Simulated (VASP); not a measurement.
Here is a VASP 6.6.1 calculation.

INCAR

```
PREC = Accurate
ENCUT = 520
EDIFF = 1E-6
ISMEAR = -1
SIGMA = 0.15
LREAL = False
LASPH = True
NELM = 60
ALGO = Fast
ISIF = 2
LWAVE = False
LCHARG = True
GGA = PS
LELF = True
LVHAR = True
NBANDS = 50
```

The input KPOINTS:

```
Automatic mesh
0
Gamma
  6 6 8
```

Contents of POSCAR:

```
Ti3Si
1.0
    5.5798487671      0.0000000000      0.0000000000
   -2.7899243836      4.8322907816      0.0000000000
    0.0000000000      0.0000000000      4.4880980780
Ti Si
6 2
Direct
    0.3426839998      0.1713419999      0.7500000000
    0.8286580001      0.1713419999      0.7500000000
    0.8286580001      0.6573160002      0.7500000000
    0.6573160002      0.8286580001      0.2500000000
    0.1713419999      0.8286580001      0.2500000000
    0.1713419999      0.3426839998      0.2500000000
    0.3333333333      0.6666666667      0.7500000000
    0.6666666667      0.3333333333      0.2500000000
```

Potentials or basis: VASP PAW PBE potentials, release 64 (Ti_sv, Si).

The run is started by

```sh
$ cat potpaw_PBE.64/Ti_sv/POTCAR potpaw_PBE.64/Si/POTCAR > POTCAR
$ mpirun -np 1 vasp_std > vasp.out
```

Question: What does it give for the pressure?

Answer: 0.0 GPa.

Question: Estimate the band gap on the k mesh.

Answer: Zero (band 40 reaches 9.80 eV, above the bottom of band 41 at 9.45 eV).

Question: Estimate the largest force.

Answer: 0.011 eV/Å.

Forces in eV/Å, atoms in the order of the input:
```
Ti  -0.010 -0.006  0.000
Ti   0.010 -0.006  0.000
Ti   0.000  0.011  0.000
Ti   0.010  0.006  0.000
Ti  -0.010  0.006  0.000
Ti   0.000 -0.011  0.000
Si   0.000  0.000  0.000
Si   0.000  0.000  0.000
```

Caveat: the PAW data sets were made with another functional, which shifts forces and pressure a little.
